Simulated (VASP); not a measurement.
# RbBr (Pm-3m) in VASP: a series of runs, part 2 of 2

VASP 6.6.1.

## (3) Single point, LDA

This run uses another cell than the first one, of 31.24 Å³/atom, 0.888 times its volume.

File INCAR:

```
  ALGO = Normal
  EDIFF = 1E-6
  ENCUT = 520
  ISIF = 2
  ISMEAR = -1
  LASPH = T
  LCHARG = F
  LREAL = F
  LWAVE = F
  NBANDS = 15
  NELM = 100
  PREC = Accurate
  SIGMA = 0.02
```

File KPOINTS:

```
k-points
0
Gamma
  6 6 6
```

File POSCAR:

```
RbBr
1.0
    3.9682864270      0.0000000000      0.0000000000
    0.0000000000      3.9682864270      0.0000000000
    0.0000000000      0.0000000000      3.9682864270
Rb Br
1 1
Direct
    0.0000000000      0.0000000000      0.0000000000
    0.5000000000      0.5000000000      0.5000000000
```

Potentials or basis: VASP PAW LDA potentials, release 64 (Rb_sv, Br).

The run is started by

```console
cat potpaw_LDA.64/Rb_sv/POTCAR potpaw_LDA.64/Br/POTCAR > POTCAR
mpirun -np 1 vasp_std > vasp.out
```

OUTCAR:

```text
EDIFF = 1E-6
   ENCUT = 520
   ISIF = 2
   ISMEAR = -1
   LASPH = T
   LREAL = F
   NELM = 100
   PREC = Accurate

 ion  position               nearest neighbor table
   1  0.000  0.000  0.000-   2 3.44   2 3.44   2 3.44   2 3.44   2 3.44   2 3.44   2 3.44   2 3.44

   2  0.500  0.500  0.500-   1 3.44   1 3.44   1 3.44   1 3.44   1 3.44   1 3.44   1 3.44   1 3.44

  LATTYP: Found a simple cubic cell.
 ALAT       =     3.9682864270

  Lattice vectors:
[... 539 lines left out ...]
     15      12.5504      0.00000

------------------------ aborting loop because EDIFF is reached ----------------------------------------

  FORCE on cell =-STRESS in cart. coord.  units (eV):
  Direction    XX          YY          ZZ          XY          YZ          ZX
  --------------------------------------------------------------------------------------
  -------------------------------------------------------------------------------------
  Total        0.0225910      0.0225910      0.0225910      0.0000000      0.0000000      0.0000000
  in kB        0.5792114      0.5792114      0.5792114      0.0000000      0.0000000      0.0000000
  external PRESSURE =       0.5792114 kB  Pullay stress =       0.0000000 kB

 VOLUME and BASIS-vectors are now :
 -----------------------------------------------------------------------------
  energy-cutoff  :      520.00
  volume of cell :       62.49
      direct lattice vectors                 reciprocal lattice vectors
     3.968286427  0.000000000  0.000000000     0.251997939  0.000000000  0.000000000
     0.000000000  3.968286427  0.000000000     0.000000000  0.251997939  0.000000000
     0.000000000  0.000000000  3.968286427     0.000000000  0.000000000  0.251997939

 POSITION                                       TOTAL-FORCE (eV/Angst)
 -----------------------------------------------------------------------------------
      0.00000      0.00000      0.00000         0.000000      0.000000      0.000000
      1.98414      1.98414      1.98414         0.000000      0.000000      0.000000
 -----------------------------------------------------------------------------------
    total drift:                                0.000000      0.000000     -0.000000

  FREE ENERGIE OF THE ION-ELECTRON SYSTEM (eV)
  ---------------------------------------------------
  free  energy   TOTEN  =        -6.7197588888 eV

  energy  without entropy=       -6.7197588888  energy(sigma->0) =       -6.71975889
```

OSZICAR:

```text
N       E                     dE             d eps       ncg     rms          rms(c)
DAV:   1     0.749038136412E+02    0.74904E+02   -0.68687E+03   600   0.938E+02
DAV:   2    -0.231109881993E+01   -0.77215E+02   -0.71713E+02   822   0.170E+02
DAV:   3    -0.683389216955E+01   -0.45228E+01   -0.45073E+01   819   0.403E+01
DAV:   4    -0.693403513979E+01   -0.10014E+00   -0.10013E+00   834   0.581E+00
DAV:   5    -0.693466199368E+01   -0.62685E-03   -0.62685E-03   841   0.434E-01    0.331E+00
DAV:   6    -0.675625642743E+01    0.17841E+00   -0.14069E-01   712   0.222E+00    0.229E+00
DAV:   7    -0.672167901554E+01    0.34577E-01   -0.71111E-02   754   0.164E+00    0.101E+00
DAV:   8    -0.671988923483E+01    0.17898E-02   -0.10626E-02   731   0.547E-01    0.919E-02
DAV:   9    -0.671974887763E+01    0.14036E-03   -0.28156E-04   796   0.100E-01    0.479E-02
DAV:  10    -0.671975861341E+01   -0.97358E-05   -0.72390E-05   818   0.529E-02    0.858E-03
DAV:  11    -0.671975888884E+01   -0.27543E-06   -0.27040E-06   803   0.963E-03
   1 F= -.67197589E+01 E0= -.67197589E+01  d E =-.172391E-11
```

stdout:

```text
POSCAR found type information on POSCAR RbBr
 POSCAR found :  2 types and       2 ions
 scaLAPACK will be used
 LDA part: xc-table for (Slater(with rela. corr.)+CA(PZ))
 , standard interpolation
 POSCAR, INCAR and KPOINTS ok, starting setup
 FFT: planning ... GRIDC
 FFT: planning ... GRID_SOFT
 FFT: planning ... GRID
 WAVECAR not read
 entering main loop
```

Wall time 7.4 s (1 thread of AMD EPYC 9R45 (Zen 5), shared host); peak memory 0.12 GiB.

Results:

| Quantity | Value |
| --- | --- |
| Free energy | -6.7198 eV |
| Pressure | 0.1 GPa |
| Band gap on the k mesh | 4.12 eV, indirect (least direct gap 4.28 eV) |

Levels at points of the mesh, in eV from the valence-band top:
```
           k point  band 6  band 7  band 8  band 9  band 10  band 11
(0.00, 0.00, 0.00)   -0.16   -0.16   -0.16    4.12     5.13     5.13
(0.50, 0.00, 0.00)   -2.13   -0.31   -0.31    6.60     7.37     8.01
(0.50, 0.50, 0.00)   -1.21   -1.21    0.00    5.02     6.05     7.84
(0.50, 0.50, 0.50)   -1.71   -1.71   -1.71    8.38     8.38     8.38
```

A k mesh can miss the band edges. As with any semilocal functional, this LDA gap is likely too small.

## (4) Single point, PBEsol

This run uses another cell than the first one, of 33.77 Å³/atom, 0.960 times its volume.

File INCAR:

```
SYSTEM = RbBr
  PREC = Accurate
  ENCUT = 520
  EDIFF = 1E-6
  ISMEAR = -1
  SIGMA = 0.02
  LREAL = .False.
  LASPH = .True.
  NELM = 100
  ALGO = Normal
  ISIF = 2
  LWAVE = .False.
  LCHARG = .True.
  GGA = PS
  LELF = .True.
  LVHAR = .True.
  NBANDS = 15
```

File KPOINTS:

```
regular mesh
0
Gamma
  6 6 6
  0 0 0
```

File POSCAR:

```
RbBr
1.0
    4.0722835113      0.0000000000      0.0000000000
    0.0000000000      4.0722835113      0.0000000000
    0.0000000000      0.0000000000      4.0722835113
Rb Br
1 1
Direct
    0.0000000000      0.0000000000      0.0000000000
    0.5000000000      0.5000000000      0.5000000000
```

Potentials or basis: VASP PAW PBE potentials, release 64 (Rb_sv, Br).

The run is started by

```console
cat potpaw_PBE.64/Rb_sv/POTCAR potpaw_PBE.64/Br/POTCAR > POTCAR
mpirun -np 1 vasp_std > vasp.out
```

It took 9.5 s on 1 thread of AMD EPYC 9R45 (Zen 5), shared host; peak memory 0.14 GiB.

Results (log left out):

```
Free energy            : -6.3010 eV
Pressure               : 0.0 GPa
Band gap on the k mesh : 4.03 eV, indirect (least direct gap 4.19 eV)
```

Levels at points of the mesh, in eV from the valence-band top:
| k point | band 5 | band 6 | band 7 | band 8 | band 9 | band 10 | band 11 | band 12 |
| --- | --- | --- | --- | --- | --- | --- | --- | --- |
| (0.00, 0.00, 0.00) | -8.96 | -0.16 | -0.16 | -0.16 | 4.03 | 5.41 | 5.41 | 10.01 |
| (0.50, 0.00, 0.00) | -8.90 | -1.87 | -0.25 | -0.25 | 6.79 | 7.11 | 7.75 | 8.57 |
| (0.50, 0.50, 0.00) | -8.86 | -1.12 | -1.12 | 0.00 | 5.19 | 6.12 | 7.92 | 7.92 |
| (0.50, 0.50, 0.50) | -9.22 | -1.47 | -1.47 | -1.47 | 8.23 | 8.23 | 8.23 | 9.48 |

Caveat: the PAW data sets were made with another functional, which shifts forces and pressure a little.

## (5) Overview

```csv
level,potentials or basis,cell,k mesh,smearing,gap on the mesh (eV),pressure (GPa)
PBE,"VASP PAW PBE potentials, release 64 (Rb_sv, Br)","a = 4.128 Å, 2 atoms",4 × 4 × 4,gaussian 0.01 eV,4.07,0.8
LDA,"VASP PAW LDA potentials, release 64 (Rb_sv, Br)","a = 3.968 Å, 2 atoms",6 × 6 × 6,fermi-dirac 0.02 eV,4.12,0.1
PBEsol,"VASP PAW PBE potentials, release 64 (Rb_sv, Br)","a = 4.072 Å, 2 atoms",6 × 6 × 6,fermi-dirac 0.02 eV,4.03,0.0
```

Alike in all rows: task single point; no spin polarisation; cutoff (eV) 520.

Caveats: the PAW data sets were made with another functional, which shifts forces and pressure a little (some runs).

Absolute energies hang on the potentials; compare differences alone.
